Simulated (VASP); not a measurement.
## ScAl: single point with r2SCAN

Crystal: ScAl.

```xyz
2
Lattice="3.2343 0.0000 0.0000 0.0000 3.2343 0.0000 0.0000 0.0000 3.2343" Properties=species:S:1:pos:R:3 pbc="T T T"
Sc    1.6172    1.6172    1.6172
Al    0.0000    0.0000    0.0000
```

This cell differs from its parent crystal: equal strain along all axes, cell held: -4.0 %.

```
Program             : VASP 6.6.1
Task                : single point
Functional          : r2SCAN
Potentials or basis : VASP PAW PBE potentials, release 64 (Sc_sv, Al)
Cutoff              : 520 eV
k mesh              : 16 × 16 × 16
Occupations         : gaussian, width 0.1 eV
Spin                : no spin polarisation
```

The pressure is 13.1 GPa. The band gap on the k mesh is zero (band 7 reaches 7.51 eV, above the bottom of band 8 at 6.22 eV).

Levels at points of the mesh, in eV from the Fermi level:
| k point | band 4 | band 5 | band 6 | band 7 | band 8 | band 9 | band 10 | band 11 |
| --- | --- | --- | --- | --- | --- | --- | --- | --- |
| (0.00, 0.00, 0.00) | -28.83 | -9.52 | -0.95 | -0.95 | 3.35 | 3.35 | 3.35 | 4.48 |
| (0.50, 0.00, 0.00) | -28.81 | -6.19 | -5.21 | 0.28 | 0.99 | 0.99 | 3.64 | 4.69 |
| (0.50, 0.50, 0.00) | -28.78 | -5.24 | -2.13 | -2.13 | -0.93 | 1.84 | 1.84 | 4.51 |
| (0.50, 0.50, 0.50) | -29.04 | -3.09 | -3.09 | -3.09 | 0.35 | 3.36 | 3.36 | 3.36 |

Run time: 3.2 min on 1 thread of Intel(R) Xeon(R) Platinum 8488C (Sapphire Rapids) (shared host), peak memory 0.2 GiB.

Caveat: the cell differs from its parent crystal (equal strain along all axes, cell held: -4.0 %); the PAW data sets were made with another functional, which shifts forces and pressure a little.
